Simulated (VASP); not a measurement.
# HgTe (I-4m2) in VASP: a series of runs

Aim: see how the results for HgTe move with the level of theory and the settings. Levels: PBEsol+D4, PBEsol, PBE. Tasks: single point, relaxation of cell and atoms.

Everything below comes from runs of VASP 6.6.1. Logs are shortened: lines on timing, memory, paths and dates and some standing lists are left out, and cuts for length are marked.

### Step 1. The cell of the first run

It takes space group I-4m2 (No. 119, tetragonal). The conventional cell has a = 5.718 Å, b = 5.718 Å, c = 3.162 Å, α = 90.00°, β = 90.00°, γ = 90.00°. Hg (site symmetry -4m2) has 8 Te at 2.97 to 3.71 Å and 2 Hg at 3.16 Å within 3.9 Å. Te (site symmetry -4m2) has 8 Hg at 2.97 to 3.71 Å and 2 Te at 3.16 Å within 3.9 Å.

### Step 2. Single point, PBEsol+D4

INCAR

```
  ALGO = Normal
  EDIFF = 1E-6
  ENCUT = 520
  GGA = PS
  ISIF = 2
  ISMEAR = -1
  IVDW = 13
  LASPH = T
  LCHARG = F
  LREAL = F
  LWAVE = F
  NBANDS = 16
  NELM = 100
  PREC = Accurate
  SIGMA = 0.05
```

KPOINTS

```
k-points
0
Gamma
  10 10 10
```

POSCAR

```
HgTe
1.0
   -2.8589622657      2.8589622657      1.5810296173
    2.8589622657     -2.8589622657      1.5810296173
    2.8589622657      2.8589622657     -1.5810296173
Hg Te
1 1
Direct
    0.7500000000      0.2500000000      0.5000000000
    0.0000000000      0.0000000000      0.0000000000
```

Potentials or basis: VASP PAW PBE potentials, release 64 (Hg, Te).

Command:

```console
> cat potpaw_PBE.64/Hg/POTCAR potpaw_PBE.64/Te/POTCAR > POTCAR
> mpirun -np 1 vasp_std > vasp.out
```

OUTCAR:

```text
EDIFF = 1E-6
   ENCUT = 520
   GGA = PS
   ISIF = 2
   ISMEAR = -1
   IVDW = 13
   LASPH = T
   LREAL = F
   NELM = 100
   PREC = Accurate

 ion  position               nearest neighbor table
   1  0.750  0.250  0.500-   2 2.97   2 2.97   2 2.97   2 2.97   2 3.71   2 3.71   2 3.71   2 3.71

   2  0.000  0.000  0.000-   1 2.97   1 2.97   1 2.97   1 2.97   1 3.71   1 3.71   1 3.71   1 3.71

  LATTYP: Found a body centered tetragonal cell.
 ALAT       =     5.7179245314
 C/A-ratio  =     0.5530082143

  Lattice vectors:

 A1 = (  -2.8589622657,   2.8589622657,   1.5810296173)
 A2 = (   2.8589622657,  -2.8589622657,   1.5810296173)
 A3 = (   2.8589622657,   2.8589622657,  -1.5810296173)

Analysis of symmetry for initial positions (statically):
=====================================================================
 Subroutine PRICEL returns:
 Original cell was already a primitive cell.

 Routine SETGRP: Setting up the symmetry group for a
 body centered tetragonal supercell.

 Subroutine GETGRP returns: Found  8 space group operations
 (whereof  8 operations were pure point group operations)
 out of a pool of 16 trial point group operations.

The static configuration has the point symmetry D_2d.

Analysis of symmetry for dynamics (positions and initial velocities):
=====================================================================
 Subroutine PRICEL returns:
 Original cell was already a primitive cell.

 Routine SETGRP: Setting up the symmetry group for a
 body centered tetragonal supercell.

 Subroutine GETGRP returns: Found  8 space group operations
 (whereof  8 operations were pure point group operations)
 out of a pool of 16 trial point group operations.

The dynamic configuration has the point symmetry D_2d.

 Subroutine INISYM returns: Found  8 space group operations
 (whereof  8 operations are pure point group operations),
 and found     1 'primitive' translations

----------------------------------------------------------------------------------------

                                     Primitive cell

  volume of cell :      51.6912

  direct lattice vectors                    reciprocal lattice vectors
    -2.858962266  2.858962266  1.581029617     0.000000000  0.174888632  0.316249610
     2.858962266 -2.858962266  1.581029617     0.174888632  0.000000000  0.316249610
     2.858962266  2.858962266 -1.581029617     0.174888632  0.174888632  0.000000000

  length of vectors
     4.341311452  4.341311452  4.341311452     0.361386012  0.361386012  0.247329875

  position of ions in fractional coordinates (direct lattice)
     0.750000000  0.250000000  0.500000000
     0.000000000  0.000000000  0.000000000

  ion indices of the primitive-cell ions
   primitive index   ion index
                 1           1
                 2           2

----------------------------------------------------------------------------------------

 KPOINTS: k-points

Automatic generation of k-mesh.
 Grid dimensions read from file:
 generate k-points for:   10   10   10

 Generating k-lattice:

  Cartesian coordinates                     Fractional coordinates (reciprocal lattice)
     0.000000000  0.017488863  0.031624961     0.100000000 -0.000000000  0.000000000
     0.017488863  0.000000000  0.031624961    -0.000000000  0.100000000  0.000000000
     0.017488863  0.017488863  0.000000000     0.000000000  0.000000000  0.100000000

  Length of vectors
     0.036138601  0.036138601  0.024732988

  Shift w.r.t. Gamma in fractional coordinates (k-lattice)
     0.000000000  0.000000000  0.000000000

 Subroutine IBZKPT returns following result:
 ===========================================

 Found    102 irreducible k-points:

 Following reciprocal coordinates:
            Coordinates               Weight
  0.000000  0.000000  0.000000      1.000000
  0.100000 -0.000000  0.000000      8.000000
  0.200000 -0.000000  0.000000      8.000000
  0.300000  0.000000 -0.000000      8.000000
  0.400000  0.000000  0.000000      8.000000
  0.500000 -0.000000  0.000000      4.000000
[... 16 lines left out ...]
  0.300000  0.300000 -0.000000      8.000000
  0.400000  0.300000  0.000000     16.000000
 [... further k-points ...]
   k-points           NKPTS =    102   k-points in BZ     NKDIM =    102   number of bands    NBANDS=     16
   number of dos      NEDOS =    301   number of ions     NIONS =      2
   total plane-waves  NPLWV =  32768
   dimension x,y,z NGX =    32 NGY =   32 NGZ =   32
   dimension x,y,z NGXF=    64 NGYF=   64 NGZF=   64
   ions per type =               1   1
   NGX,Y,Z   is equivalent  to a cutoff of  12.25, 12.25, 12.25 a.u.
   NGXF,Y,Z  is equivalent  to a cutoff of  24.51, 24.51, 24.51 a.u.
 SYSTEM =  unknown system
   PREC   = accura    normal or accurate (medium, high low for compatibility)
   ISTART =      0    job   : 0-new  1-cont  2-samecut
   ICHARG =      2    charge: 1-file 2-atom 10-const
   ISPIN  =      1    spin polarized calculation?
   LNONCOLLINEAR =      F non collinear calculations
   LSORBIT =      F    spin-orbit coupling
   LASPH  =      T    aspherical Exc in radial PAW
   ENCUT  =  520.0 eV  38.22 Ry    6.18 a.u.   8.07  8.07  8.07*2*pi/ulx,y,z
   NELM   =    100;   NELMIN=  2; NELMDL= -5     # of ELM steps
   EDIFF  = 0.1E-05   stopping-criterion for ELM
   LREAL  =      F    real-space projection
   EDIFFG = 0.1E-04   stopping-criterion for IOM
   NSW    =      0    number of steps for IOM
   IBRION =     -1    ionic relax: 0-MD 1-quasi-New 2-CG
   NFREE  =      0    steps in history (QN), initial steepest desc. (CG)
   ISIF   =      2    stress and relaxation
   ISYM   =      2    0-nonsym 1-usesym 2-fastsym
   POTIM  = 0.5000    time-step for ionic-motion
   TEBEG  =    0.0;   TEEND  =   0.0 temperature during run
   PSTRESS=    0.0 pullay stress
   NELECT =      18.0000    total number of electrons
   NUPDOWN=      -1.0000    fix difference up-down
   EMIN   =  10.00;   EMAX   =-10.00  energy-range for DOS
   EFERMI =   0.00;   METHOD = LEGACY
   ISMEAR =    -1;   SIGMA  =   0.05  broadening in eV -4-tet -1-fermi 0-gaus
   EFERMI_NEDOS =   21; number of points for ismear=-14 and -15
   IALGO  =     38    algorithm
   IMIX   =      4    mixing-type and parameters
     AMIX     =   0.40;   BMIX     =  1.00
     AMIX_MAG =   1.60;   BMIX_MAG =  1.00
  volume/ion in A,a.u.               =      25.85       174.41
  Fermi-wavevector in a.u.,A,eV,Ry     =   1.151755  2.176501 18.048662  1.326539
  Thomas-Fermi vector in A             =   2.288410
   LORBIT       =      0    0 simple, 1 ext, 2 COOP (PROOUT), +10 PAW based schemes
   GGA     = PS    functional components
   LHFCALC =     F    Hartree Fock is set to
   AEXX    =    0.0000 exact exchange contribution
   IVDW    =    13    specifies the selected vdW correction
   LEPSILON=     F    determine dielectric tensor
   LRPA    =     F    only Hartree local field effects (RPA)
 non-spin polarized calculation
  energy-cutoff  :      520.00
  volume of cell :       51.69
 maximum number of plane-waves:      1412
   NGX = 17   NGY = 17   NGZ = 17

 number of electron      18.0000005 magnetization

 Free energy of the ion-electron system (eV)
  ---------------------------------------------------
  ext. energy  EPLUGINS =         0.00000000
  ---------------------------------------------------
  free energy    TOTEN  =        -4.14067430 eV

  energy without entropy =       -4.13598872  energy(sigma->0) =       -4.13833151

 E-fermi :   5.6401     XC(G=0): -10.5406

 val. band max:        5.5472963879   @ k =   0.4000   0.1000   0.0000
 cond. band min:       5.6423733217   @ k =  -0.2000  -0.2000   0.1000
 fundamental gap:      0.0950769339
 Fermi energy:         5.6401042220

 k-point     1 :       0.0000    0.0000    0.0000
  band No.  band energies     occupation
      1      -7.5880      2.00000
      2      -2.1143      2.00000
      3      -1.6539      2.00000
      4      -1.5275      2.00000
      5      -1.0953      2.00000
      6      -1.0953      2.00000
[... 8 lines left out ...]
     15      16.2507      0.00000
     16      16.7698      0.00000

 k-point     2 :       0.1000   -0.0000    0.0000
  band No.  band energies     occupation
      1      -7.4231      2.00000
      2      -1.9789      2.00000
      3      -1.6314      2.00000
      4      -1.5559      2.00000
      5      -1.1734      2.00000
      6      -1.1693      2.00000
[... 8 lines left out ...]
     15      15.5972      0.00000
     16      15.6044      0.00000

 k-point     3 :       0.2000   -0.0000    0.0000
  band No.  band energies     occupation
      1      -6.9479      2.00000
      2      -1.6637      2.00000
      3      -1.5948      2.00000
      4      -1.5880      2.00000
      5      -1.3389      2.00000
      6      -1.3250      2.00000
[... 8 lines left out ...]
     15      14.5943      0.00000
     16      15.6194      0.00000

 k-point     4 :       0.3000    0.0000   -0.0000
  band No.  band energies     occupation
      1      -6.2353      2.00000
      2      -1.7360      2.00000
      3      -1.6961      2.00000
      4      -1.4625      2.00000
      5      -1.3679      2.00000
      6      -1.1704      2.00000
[... 8 lines left out ...]
     15      13.8676      0.00000
     16      16.7616      0.00000
[... 324 lines left out ...]
 k-point    22 :      -0.2000    0.2000    0.0000
  band No.  band energies     occupation
      1      -7.3481      2.00000
      2      -2.1304      2.00000
      3      -1.7029      2.00000
      4      -1.6783      2.00000
      5      -1.1020      2.00000
      6      -1.0469      2.00000
[... 8 lines left out ...]
     15      16.0826      0.00000
     16      16.9191      0.00000

 k-point    23 :       0.3000    0.3000   -0.0000
  band No.  band energies     occupation
      1      -5.2412      2.00000
      2      -1.9744      2.00000
      3      -1.7427      2.00000
      4      -1.3244      2.00000
      5      -1.2893      2.00000
      6      -1.0367      2.00000
[... 8 lines left out ...]
     15      15.6044      0.00000
     16      16.3535      0.00000

 k-point    24 :       0.4000    0.3000    0.0000
  band No.  band energies     occupation
      1      -5.7755      2.00000
      2      -1.8638      2.00000
      3      -1.7137      2.00000
      4      -1.4030      2.00000
      5      -1.3151      2.00000
      6      -1.1862      2.00000
[... 8 lines left out ...]
     15      15.6438      0.00000
     16      17.1865      0.00000

 [... further k-points ...]

------------------------ aborting loop because EDIFF is reached ----------------------------------------

  DFT-D4 for vdW energy calculation

  Edisp (eV):   -0.58329

  FORCE on cell =-STRESS in cart. coord.  units (eV):
  Direction    XX          YY          ZZ          XY          YZ          ZX
  --------------------------------------------------------------------------------------
  -------------------------------------------------------------------------------------
  Total       0.05946     0.05946     0.05397     0.00000     0.00000     0.00000
  in kB       1.84306     1.84306     1.67285     0.00000     0.00000     0.00000
  external pressure =        1.79 kB  Pullay stress =        0.00 kB

 VOLUME and BASIS-vectors are now :
 -----------------------------------------------------------------------------
  energy-cutoff  :      520.00
  volume of cell :       51.69
      direct lattice vectors                 reciprocal lattice vectors
    -2.858962266  2.858962266  1.581029617     0.000000000  0.174888632  0.316249610
     2.858962266 -2.858962266  1.581029617     0.174888632  0.000000000  0.316249610
     2.858962266  2.858962266 -1.581029617     0.174888632  0.174888632  0.000000000

 POSITION                                       TOTAL-FORCE (eV/Angst)
 -----------------------------------------------------------------------------------
      0.00000      2.85896      0.79051         0.000000     -0.000000      0.000000
      0.00000      0.00000      0.00000        -0.000000      0.000000     -0.000000
 -----------------------------------------------------------------------------------
    total drift:                               -0.000000      0.000000     -0.000000

  FREE ENERGIE OF THE ION-ELECTRON SYSTEM (eV)
  ---------------------------------------------------
  free  energy   TOTEN  =        -4.7239672674 eV

  energy  without entropy=       -4.7192816849  energy(sigma->0) =       -4.72162448
```

Run time: 26 s. Hardware: 1 thread of Intel Xeon 6975P-C (Granite Rapids), shared host; peak memory 0.24 GiB.

Results:

- Free energy: -4.7240 eV
- Pressure: 0.2 GPa
- Band gap on the k mesh: zero (bands 9 and 10 overlap by 4.26 eV)
- Dispersion energy per atom: -0.292 eV

Levels at points of the mesh, in eV from the Fermi level:
```
           k point  band 6  band 7  band 8  band 9  band 10  band 11  band 12  band 13
(0.00, 0.00, 0.00)   -6.74   -3.06   -2.63   -2.63     2.95     4.64     7.80     7.80
(0.50, 0.00, 0.00)   -6.77   -4.90   -2.33   -1.63    -0.60     3.43     3.59     6.11
(0.50, 0.50, 0.00)   -6.62   -6.57   -0.58    2.08     2.25     2.43     3.44     8.23
(0.50, 0.50, 0.50)   -6.29   -5.08   -5.08   -4.77     2.43     6.06     9.46     9.46
```

Caveat: the PAW data sets were made with another functional, which shifts forces and pressure a little; spin-orbit coupling is left out, which moves the levels of the heavy elements.

### Step 3. Single point, PBEsol

This run uses another cell than the first one, of 26.61 Å³/atom.

INCAR

```
SYSTEM = HgTe
PREC = Accurate
ENCUT = 520
EDIFF = 1E-7
ISMEAR = -1
SIGMA = 0.05
LREAL = .FALSE.
LASPH = .TRUE.
NELM = 100
ALGO = Normal
ISIF = 2
LWAVE = .FALSE.
LCHARG = .TRUE.
GGA = PS
LELF = .TRUE.
LVHAR = .TRUE.
NBANDS = 16
```

KPOINTS

```
regular mesh
0
G
  10 10 10
  0 0 0
```

POSCAR

```
HgTe
1.0
   -2.8853048976      2.8853048976      1.5979872624
    2.8853048976     -2.8853048976      1.5979872624
    2.8853048976      2.8853048976     -1.5979872624
Hg Te
1 1
Direct
    0.7500000000      0.2500000000      0.5000000000
    0.0000000000      0.0000000000      0.0000000000
```

Potentials or basis: VASP PAW PBE potentials, release 64 (Hg, Te).

Command:

```console
> cat potpaw_PBE.64/Hg/POTCAR potpaw_PBE.64/Te/POTCAR > POTCAR
> mpirun -np 1 vasp_std > vasp.out
```

Wall time 44 s (1 thread of Intel Xeon 6975P-C (Granite Rapids), shared host); peak memory 0.26 GiB.

Results (log left out):

```
Free energy            : -4.1508 eV
Pressure               : 0.1 GPa
Band gap on the k mesh : zero (bands 9 and 10 overlap by 4.22 eV)
```

Levels at points of the mesh, in eV from the Fermi level:
```tsv
k point	band 5	band 6	band 7	band 8	band 9	band 10	band 11	band 12	band 13	band 14
(0.00, 0.00, 0.00)	-6.65	-6.65	-3.07	-2.52	-2.52	2.81	4.67	7.70	7.70	8.50
(0.50, 0.00, 0.00)	-6.80	-6.65	-4.80	-2.29	-1.58	-0.55	3.48	3.53	6.03	8.56
(0.50, 0.50, 0.00)	-6.59	-6.54	-6.46	-0.59	2.12	2.15	2.33	3.48	8.13	9.15
(0.50, 0.50, 0.50)	-6.59	-6.25	-4.88	-4.88	-4.65	2.32	6.03	9.25	9.25	12.53
```

Caveat: the PAW data sets were made with another functional, which shifts forces and pressure a little; spin-orbit coupling is left out, which moves the levels of the heavy elements.

### Step 4. Relaxation of cell and atoms, PBE

This run uses another cell than the first one, of 28.93 Å³/atom.

INCAR

```
SYSTEM = HgTe
ALGO = Normal
EDIFF = 1E-6
EDIFFG = -0.02
ENCUT = 600
GGA = PE
IBRION = 2
ISIF = 3
ISMEAR = -1
LASPH = .TRUE.
LCHARG = .FALSE.
LREAL = .FALSE.
LWAVE = .FALSE.
NELM = 60
NSW = 80
PREC = Accurate
SIGMA = 0.05
```

KPOINTS

```
k-points
0
G
  7 7 7
  0 0 0
```

POSCAR

```
HgTe
1.0
   -3.0456030000      3.0456030000      1.5594100000
    3.0456030000     -3.0456030000      1.5594100000
    3.0456030000      3.0456030000     -1.5594100000
Hg Te
1 1
Direct
    0.7500000000      0.2500000000      0.5000000000
    0.0000000000      0.0000000000      0.0000000000
```

Command:

```console
> cat potpaw_PBE.64/Hg/POTCAR potpaw_PBE.64/Te/POTCAR > POTCAR
> mpirun -np 1 vasp_std > vasp.out
```

Wall time 92 s (1 thread of Intel Xeon 6975P-C (Granite Rapids), shared host); peak memory 0.26 GiB.

Results (log left out):

| Item | Value |
| --- | --- |
| Free energy | -3.3193 eV |
| Relaxed volume | 29.08 Å³/atom |
| Relaxed cell | a = 4.633 Å, b = 4.633 Å, c = 4.633 Å, α = 96.16°, β = 96.16°, γ = 141.77° |
| Space group after relaxing (to 0.1 Å) | I-4m2 (No. 119) |
| Energy gained by relaxing | 9.7 meV/atom |
| Ionic steps | 7 |
| Pressure after relaxing | -0.1 GPa |
| Band gap on the k mesh | zero (bands 9 and 10 overlap by 2.46 eV) |

Step by step:
| step | energy change (eV) | largest force (eV/Å) | pressure (GPa) | volume (Å³) |
| --- | --- | --- | --- | --- |
| 1 | 0.0000 | 0.0000 | -0.14 | 57.86 |
| 2 | -0.0173 | 0.0000 | 0.16 | 57.63 |
| 3 | -0.0189 | 0.0000 | 0.35 | 57.54 |
| 4 | -0.0194 | 0.0000 | 0.13 | 58.09 |
| 5 | -0.0191 | 0.0000 | -0.17 | 58.45 |
| 6 | -0.0193 | 0.0000 | -0.17 | 58.25 |
| 7 | -0.0194 | 0.0000 | -0.10 | 58.16 |

Final structure:
```
Hg Te
1.0
    -3.09558    3.09558    1.51742
     3.09558   -3.09558    1.51742
     3.09558    3.09558   -1.51742
Hg Te
1 1
Direct
  0.75000 0.25000 0.50000
  0.00000 0.00000 0.00000
```

Levels at points of the mesh, in eV from the Fermi level:
```csv
k point,band 7,band 8,band 9,band 10,band 11,band 12
"(0.00, 0.00, 0.00)",-3.64,-2.57,-2.57,3.98,4.53,6.58
```

Caveat: spin-orbit coupling is left out, which moves the levels of the heavy elements.

### Step 5. Overview

```tsv
task	level	cell	k mesh	cutoff (eV)	gap on the mesh (eV)	pressure (GPa)
single point	PBEsol+D4	a = 4.341 Å, angles 97.6, 97.6, 137.3°, 2 atoms	10 × 10 × 10	520	none	0.2
single point	PBEsol	a = 4.382 Å, angles 97.6, 97.6, 137.2°, 2 atoms	10 × 10 × 10	520	none	0.1
relaxation of cell and atoms	PBE	relaxed from a = 4.581 Å, angles 96.7, 96.7, 140.2°, 2 atoms	7 × 7 × 7	600	none	-0.1
```

Alike in all rows: potentials or basis VASP PAW PBE potentials, release 64 (Hg, Te); no spin polarisation; smearing fermi-dirac 0.05 eV.

Caveats: spin-orbit coupling is left out, which moves the levels of the heavy elements; the PAW data sets were made with another functional, which shifts forces and pressure a little (at least some runs).

Absolute energies hang on the potentials; compare differences alone.
